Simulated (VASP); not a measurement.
# Ru3Au2 (P4mm) in VASP: single point with PBE

Aim: the single point of Ru3Au2 with PBE.

Program: VASP 6.6.1. These are calculated values, not measurements. Logs are shortened: lines on timing, memory, paths and dates and some standing lists are left out, and cuts for length are marked.

### 1 The cell of the first run

Symmetry: P4mm, No. 99, tetragonal system. The conventional cell has a = 2.803 Å, b = 2.803 Å, c = 10.317 Å, α = 90.00°, β = 90.00°, γ = 90.00°. Ru (site symmetry 4mm) has 5 Ru at 2.28 to 2.80 Å and 4 Au at 2.86 Å within 3.0 Å. Within 3.0 Å of Ru (site symmetry 4mm) lie 9 Ru at 2.28 to 2.80 Å. Within 3.4 Å of Ru (site symmetry 4mm) lie 8 Ru at 2.55 to 2.80 Å and 4 Au at 2.90 Å. Within 3.8 Å of Au (site symmetry 4mm) lie 8 Au at 2.80 to 3.00 Å and 5 Ru at 2.90 to 3.73 Å. Within 3.7 Å of Au (site symmetry 4mm) lie 8 Au at 2.80 to 3.00 Å and 4 Ru at 2.86 Å.

### 2 Single point, PBE

POSCAR

```
Ru3Au2
1.0
    2.8032916243      0.0000000000      0.0000000000
    0.0000000000      2.8032916243      0.0000000000
    0.0000000000      0.0000000000     10.3171607000
Ru Au
3 2
Direct
    0.0000000000      0.0000000000      0.0707902420
    0.0000000000      0.0000000000      0.2913769516
    0.5000000000      0.5000000000      0.4469778044
    0.0000000000      0.0000000000      0.6527029209
    0.5000000000      0.5000000000      0.8714854111
```

INCAR.step1

```
PREC = Accurate
ENCUT = 520
EDIFF = 1E-6
ISMEAR = 0
SIGMA = 0.1
LREAL = F
LASPH = T
NELM = 60
ALGO = Fast
ISIF = 2
LWAVE = F
LCHARG = T
LMAXMIX = 4
GGA = PE
NBANDS = 40
```

KPOINTS.step1

```
Automatic mesh
0
Gamma
  14 14 4
```

INCAR.step2

```
PREC = Accurate
ENCUT = 520
EDIFF = 1E-6
ISMEAR = -5
SIGMA = 0.1
LREAL = F
LASPH = T
NELM = 60
ALGO = Fast
ISIF = 2
LWAVE = F
LCHARG = F
LMAXMIX = 4
GGA = PE
LORBIT = 11
NEDOS = 1001
ICHARG = 11
```

KPOINTS.step2

```
Automatic mesh
0
Gamma
  21 21 6
```

Potentials or basis: VASP PAW PBE potentials, release 64 (Ru_pv, Au).

On the command line:

```sh
$ cat potpaw_PBE.64/Ru_pv/POTCAR potpaw_PBE.64/Au/POTCAR > POTCAR
$ cp INCAR.step1 INCAR
$ cp KPOINTS.step1 KPOINTS
$ mpirun -np 1 vasp_std > vasp.out
$ cp INCAR.step2 INCAR
$ cp KPOINTS.step2 KPOINTS
$ mpirun -np 1 vasp_std > vasp.out
```

OUTCAR:

```text
PREC = Accurate
   ENCUT = 520
   EDIFF = 1E-6
   ISMEAR = -5
   LREAL = F
   LASPH = T
   NELM = 60
   ISIF = 2
   GGA = PE
   LORBIT = 11
   ICHARG = 11

 ion  position               nearest neighbor table
   1  0.000  0.000  0.071-   2 2.28   5 2.86   5 2.86   5 2.86   5 2.86
   2  0.000  0.000  0.291-   1 2.28   3 2.55   3 2.55   3 2.55   3 2.55
   3  0.500  0.500  0.447-   2 2.55   2 2.55   2 2.55   2 2.55   4 2.90   4 2.90   4 2.90   4 2.90

   4  0.000  0.000  0.653-   3 2.90   3 2.90   3 2.90   3 2.90   5 3.00   5 3.00   5 3.00   5 3.00

   5  0.500  0.500  0.871-   1 2.86   1 2.86   1 2.86   1 2.86   4 3.00   4 3.00   4 3.00   4 3.00

  LATTYP: Found a simple tetragonal cell.
 ALAT       =     2.8032916243
 C/A-ratio  =     3.6803736759

  Lattice vectors:

 A1 = (   2.8032916243,   0.0000000000,   0.0000000000)
 A2 = (   0.0000000000,   2.8032916243,   0.0000000000)
 A3 = (   0.0000000000,   0.0000000000,  10.3171607000)

Analysis of symmetry for initial positions (statically):
=====================================================================
 Subroutine PRICEL returns:
 Original cell was already a primitive cell.

 Routine SETGRP: Setting up the symmetry group for a
 simple tetragonal supercell.

 Subroutine GETGRP returns: Found  8 space group operations
 (whereof  8 operations were pure point group operations)
 out of a pool of 16 trial point group operations.

The static configuration has the point symmetry C_4v.

Analysis of symmetry for dynamics (positions and initial velocities):
=====================================================================
 Subroutine PRICEL returns:
 Original cell was already a primitive cell.

 Routine SETGRP: Setting up the symmetry group for a
 simple tetragonal supercell.

 Subroutine GETGRP returns: Found  8 space group operations
 (whereof  8 operations were pure point group operations)
 out of a pool of 16 trial point group operations.

The dynamic configuration has the point symmetry C_4v.

 Subroutine INISYM returns: Found  8 space group operations
 (whereof  8 operations are pure point group operations),
 and found     1 'primitive' translations

----------------------------------------------------------------------------------------

                                     Primitive cell

  volume of cell :      81.0768

  direct lattice vectors                    reciprocal lattice vectors
     2.803291624  0.000000000  0.000000000     0.356723500  0.000000000  0.000000000
     0.000000000  2.803291624  0.000000000     0.000000000  0.356723500  0.000000000
     0.000000000  0.000000000 10.317160700     0.000000000  0.000000000  0.096925892

  length of vectors
     2.803291624  2.803291624 10.317160700     0.356723500  0.356723500  0.096925892

  position of ions in fractional coordinates (direct lattice)
     0.000000000  0.000000000  0.070790242
     0.000000000  0.000000000  0.291376952
     0.500000000  0.500000000  0.446977804
     0.000000000  0.000000000  0.652702921
     0.500000000  0.500000000  0.871485411

  ion indices of the primitive-cell ions
   primitive index   ion index
                 1           1
                 2           2
                 3           3
                 4           4
                 5           5

----------------------------------------------------------------------------------------

 KPOINTS: Automatic mesh

Automatic generation of k-mesh.
 Grid dimensions read from file:
 generate k-points for:   21   21    6

 Generating k-lattice:

  Cartesian coordinates                     Fractional coordinates (reciprocal lattice)
     0.016986833  0.000000000  0.000000000     0.047619048  0.000000000  0.000000000
     0.000000000  0.016986833  0.000000000     0.000000000  0.047619048  0.000000000
     0.000000000  0.000000000  0.016154315     0.000000000  0.000000000  0.166666667

  Length of vectors
     0.016986833  0.016986833  0.016154315

  Shift w.r.t. Gamma in fractional coordinates (k-lattice)
     0.000000000  0.000000000  0.000000000

 TETIRR: Found   3963 inequivalent tetrahedra from    15876

 Subroutine IBZKPT returns following result:
 ===========================================

 Found    264 irreducible k-points:

 Following reciprocal coordinates:
            Coordinates               Weight
  0.000000  0.000000  0.000000      1.000000
  0.047619  0.000000  0.000000      4.000000
  0.095238  0.000000  0.000000      4.000000
  0.142857  0.000000  0.000000      4.000000
  0.190476  0.000000  0.000000      4.000000
  0.238095  0.000000  0.000000      4.000000
[... 16 lines left out ...]
  0.142857  0.095238  0.000000      8.000000
  0.190476  0.095238  0.000000      8.000000
 [... further k-points ...]
   k-points           NKPTS =    264   k-points in BZ     NKDIM =    264   number of bands    NBANDS=     38
   number of dos      NEDOS =   1001   number of ions     NIONS =      5
   total plane-waves  NPLWV =  46080
   dimension x,y,z NGX =    24 NGY =   24 NGZ =   80
   dimension x,y,z NGXF=    48 NGYF=   48 NGZF=  160
   ions per type =               3   2
   NGX,Y,Z   is equivalent  to a cutoff of  14.23, 14.23, 12.89 a.u.
   NGXF,Y,Z  is equivalent  to a cutoff of  28.47, 28.47, 25.78 a.u.
 SYSTEM =  unknown system
   PREC   = accura    normal or accurate (medium, high low for compatibility)
   ISTART =      0    job   : 0-new  1-cont  2-samecut
   ICHARG =     11    charge: 1-file 2-atom 10-const
   ISPIN  =      1    spin polarized calculation?
   LNONCOLLINEAR =      F non collinear calculations
   LSORBIT =      F    spin-orbit coupling
   LASPH  =      T    aspherical Exc in radial PAW
   ENCUT  =  520.0 eV  38.22 Ry    6.18 a.u.   5.21  5.21 19.18*2*pi/ulx,y,z
   NELM   =     60;   NELMIN=  2; NELMDL=  0     # of ELM steps
   EDIFF  = 0.1E-05   stopping-criterion for ELM
   LREAL  =      F    real-space projection
   EDIFFG = 0.1E-04   stopping-criterion for IOM
   NSW    =      0    number of steps for IOM
   IBRION =     -1    ionic relax: 0-MD 1-quasi-New 2-CG
   NFREE  =      0    steps in history (QN), initial steepest desc. (CG)
   ISIF   =      2    stress and relaxation
   ISYM   =      2    0-nonsym 1-usesym 2-fastsym
   POTIM  = 0.5000    time-step for ionic-motion
   TEBEG  =    0.0;   TEEND  =   0.0 temperature during run
   PSTRESS=    0.0 pullay stress
   NELECT =      64.0000    total number of electrons
   NUPDOWN=      -1.0000    fix difference up-down
   EMIN   =  10.00;   EMAX   =-10.00  energy-range for DOS
   EFERMI =   0.00;   METHOD = LEGACY
   ISMEAR =    -5;   SIGMA  =   0.10  broadening in eV -4-tet -1-fermi 0-gaus
   EFERMI_NEDOS =   21; number of points for ismear=-14 and -15
   IALGO  =     68    algorithm
   IMIX   =      4    mixing-type and parameters
     AMIX     =   0.40;   BMIX     =  1.00
     AMIX_MAG =   1.60;   BMIX_MAG =  1.00
  volume/ion in A,a.u.               =      16.22       109.43
  Fermi-wavevector in a.u.,A,eV,Ry     =   1.512989  2.859136 31.145601  2.289137
  Thomas-Fermi vector in A             =   2.622840
   LORBIT       =     11    0 simple, 1 ext, 2 COOP (PROOUT), +10 PAW based schemes
   GGA     = PE    functional components
   LHFCALC =     F    Hartree Fock is set to
   AEXX    =    0.0000 exact exchange contribution
   IVDW    =     0    specifies the selected vdW correction
   LEPSILON=     F    determine dielectric tensor
   LRPA    =     F    only Hartree local field effects (RPA)
 non-spin polarized calculation
 RMM-DIIS sequential band-by-band and
 Fermi weights with tetrahedron method with Bloechl corrections
  energy-cutoff  :      520.00
  volume of cell :       81.08
 maximum number of plane-waves:      2210
 NGX is ok and might be reduce to    24

 number of electron      63.9999988 magnetization

 Free energy of the ion-electron system (eV)
  ---------------------------------------------------
  ext. energy  EPLUGINS =         0.00000000
  ---------------------------------------------------
  free energy    TOTEN  =       -32.26016678 eV

  energy without entropy =      -32.26016678  energy(sigma->0) =      -32.26016678

 E-fermi :  10.0567     XC(G=0): -12.9471

 val. band max:       10.0896101469   @ k =   0.4286   0.3810   0.1667
 cond. band min:      10.0373227103   @ k =   0.2381   0.1429   0.1667
 fundamental gap:     -0.0522874366
 Fermi energy:        10.0567019327

 k-point     1 :       0.0000    0.0000    0.0000
  band No.  band energies     occupation
      1     -33.6966      2.00000
      2     -32.8835      2.00000
      3     -32.8835      2.00000
      4     -32.7979      2.00000
      5     -32.4047      2.00000
      6     -32.4047      2.00000
[... 30 lines left out ...]
     37      11.3933      0.00000
     38      11.3933      0.00000

 k-point     2 :       0.0476    0.0000    0.0000
  band No.  band energies     occupation
      1     -33.6958      2.00000
      2     -32.9076      2.00000
      3     -32.8810      2.00000
      4     -32.7816      2.00000
      5     -32.4150      2.00000
      6     -32.4057      2.00000
[... 30 lines left out ...]
     37      11.3347      0.00000
     38      11.4323      0.00000

 k-point     3 :       0.0952    0.0000    0.0000
  band No.  band energies     occupation
      1     -33.6936      2.00000
      2     -32.9573      2.00000
      3     -32.8738      2.00000
      4     -32.7547      2.00000
      5     -32.4431      2.00000
      6     -32.4087      2.00000
[... 30 lines left out ...]
     37      11.3532      0.00000
[... 781 lines left out ...]
 k-point    23 :       0.1429    0.0952    0.0000
  band No.  band energies     occupation
      1     -33.6863      2.00000
      2     -33.0111      2.00000
      3     -32.9216      2.00000
      4     -32.6984      2.00000
      5     -32.4994      2.00000
      6     -32.4361      2.00000
[... 30 lines left out ...]
     37      11.4539      0.00000
     38      12.1249      0.00000

 k-point    24 :       0.1905    0.0952    0.0000
  band No.  band energies     occupation
      1     -33.6821      2.00000
      2     -33.0705      2.00000
      3     -32.9104      2.00000
      4     -32.6830      2.00000
      5     -32.5412      2.00000
      6     -32.4446      2.00000
[... 30 lines left out ...]
     37      11.5371      0.00000
     38      12.6620      0.00000

 [... further k-points ...]

------------------------ aborting loop because EDIFF is reached ----------------------------------------

  FORCE on cell =-STRESS in cart. coord.  units (eV):
  Direction    XX          YY          ZZ          XY          YZ          ZX
  --------------------------------------------------------------------------------------
  -------------------------------------------------------------------------------------
  Total       -0.0701281     -0.0701281      0.0955777      0.0000000      0.0000000      0.0000000
  in kB       -1.3858176     -1.3858176      1.8887317      0.0000000      0.0000000      0.0000000
  external PRESSURE =      -0.2943012 kB  Pullay stress =       0.0000000 kB

 VOLUME and BASIS-vectors are now :
 -----------------------------------------------------------------------------
  energy-cutoff  :      520.00
  volume of cell :       81.08
      direct lattice vectors                 reciprocal lattice vectors
     2.803291624  0.000000000  0.000000000     0.356723500  0.000000000  0.000000000
     0.000000000  2.803291624  0.000000000     0.000000000  0.356723500  0.000000000
     0.000000000  0.000000000 10.317160700     0.000000000  0.000000000  0.096925892

 POSITION                                       TOTAL-FORCE (eV/Angst)
 -----------------------------------------------------------------------------------
      0.00000      0.00000      0.73035         0.000000      0.000000     -0.060409
      0.00000      0.00000      3.00618         0.000000     -0.000000      0.093383
      1.40165      1.40165      4.61154         0.000000      0.000000     -0.009632
      0.00000      0.00000      6.73404         0.000000      0.000000     -0.001955
      1.40165      1.40165      8.99126         0.000000     -0.000000     -0.021388
 -----------------------------------------------------------------------------------
    total drift:                               -0.000000      0.000000      0.017352

  FREE ENERGIE OF THE ION-ELECTRON SYSTEM (eV)
  ---------------------------------------------------
  free  energy   TOTEN  =       -32.2601667774 eV

  energy  without entropy=      -32.2601667774  energy(sigma->0) =      -32.26016678

 total charge

# of ion       s       p       d       tot
------------------------------------------
    1        0.340   6.180   6.005  12.525
    2        0.411   6.277   6.005  12.693
    3        0.367   6.249   6.000  12.616
    4        0.583   0.382   8.711   9.676
    5        0.585   0.393   8.714   9.692
--------------------------------------------------
tot          2.286  19.482  35.434  57.202
```

It took 9.3 min on 1 thread of AMD EPYC 9R45 (Zen 5), shared host; peak memory 0.67 GiB.

Results:

| Item | Value |
| --- | --- |
| Valence electrons inside the program's atomic spheres | Ru 12.53, 12.69, 12.62; Au 9.68, 9.69 |

Caveat: spin-orbit coupling is left out, which moves the levels of the heavy elements.
